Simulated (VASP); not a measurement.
Wanted: the native input for a VASP 6.6.1 run.

| Property | Result |
| --- | --- |
| Task | single point |
| Functional | r2SCAN |
| Potentials or basis | VASP PAW PBE potentials, release 64 (Ga_d, Sb) |
| Cutoff | 520 eV |
| k mesh | 8 × 8 × 8 |
| Occupations | gaussian, width 0.01 eV |
| Spin | no spin polarisation |
| Dipole correction | no |
| Further INCAR settings | ALGO = Normal; EDIFF = 1e-06; NBANDS = 16 |

The system is GaSb.

```
Ga Sb
1.0
     0.00000    3.00609    3.06588
     3.00609    0.00000    3.06588
     3.00609    3.00609    0.00000
Ga Sb
1 1
Cartesian
  0.0000 0.0000 0.0000
  1.5030 1.5030 1.5329
```

This cell differs from its parent crystal: biaxial xy strain -1.9%.

These files were run (other wordings do the same):

POSCAR

```
GaSb
1.0
    0.0000000000      3.0060941626      3.0658787992
    3.0060941626      0.0000000000      3.0658787992
    3.0060941626      3.0060941626      0.0000000000
Ga Sb
1 1
Direct
    0.0000000000      0.0000000000      0.0000000000
    0.2500000000      0.2500000000      0.2500000000
```

INCAR.step1

```
PREC = Accurate ; ENCUT = 520
ISMEAR = 0 ; SIGMA = 0.01
LREAL = F ; LASPH = T
NELM = 80 ; NBANDS = 16
GGA = PE ; ALGO = Normal
EDIFF = 1E-4 ; LWAVE = T
LCHARG = F
```

INCAR.step2

```
PREC = Accurate ; ENCUT = 520
EDIFF = 1E-6 ; ISMEAR = 0
SIGMA = 0.01 ; LREAL = F
LASPH = T ; NELM = 80
ALGO = Normal ; ISIF = 2
LWAVE = F ; LCHARG = F
METAGGA = R2SCAN ; LMIXTAU = T
NBANDS = 16 ; ISTART = 1
```

KPOINTS

```
Automatic mesh
0
Gamma
  8 8 8
```

Potentials or basis: VASP PAW PBE potentials, release 64 (Ga_d, Sb).

Launch:

```sh
$ cat potpaw_PBE.64/Ga_d/POTCAR potpaw_PBE.64/Sb/POTCAR > POTCAR
$ cp INCAR.step1 INCAR
$ mpirun -np 1 vasp_std > vasp.out
$ cp INCAR.step2 INCAR
$ mpirun -np 1 vasp_std > vasp.out
```

It gave:

```
Pressure               : 2.4 GPa
Band gap on the k mesh : 0.65 eV, direct
```

Caveat: the cell differs from its parent crystal (biaxial xy strain -1.9%); the PAW data sets were made with another functional, which shifts forces and pressure a little; spin-orbit coupling is left out, which moves the levels of the heavy elements.

It took 79 s on 1 thread of AMD EPYC 9R45 96-Core Processor (Zen 5) (shared host), peak memory 0.19 GiB.
